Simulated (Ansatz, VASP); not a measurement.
One calculation of CdAg, two programs

```
Cd Ag
1.0
     3.26202    0.00000    0.00000
     0.00000    3.26202    0.00000
     0.00000    0.00000    3.26202
Cd Ag
1 1
Direct
  0.50000 0.50000 0.50000
  0.00000 0.00000 0.00000
```

Change from the starting cell: volume scaled by 0.94.

Alike in both runs: task single point; functional PBEsol; k mesh 12 × 12 × 12; occupations fermi-dirac, width 0.05 eV; no spin polarisation.

```csv
,VASP,Ansatz
version,VASP 6.6.1,Ansatz 0.2.0
potentials or method,"VASP PAW PBE potentials, release 64 (Cd, Ag), cutoff 520 eV","all-electron LAPW, scalar-relativistic"
```

|  | VASP | Ansatz | Ansatz less VASP |
| --- | --- | --- | --- |
| pressure (GPa) | 5.2 | 4.7 | -0.48 |

VASP's potentials were made for PBE, not for PBEsol. Ansatz ran all-electron here, and VASP with PAW potentials.
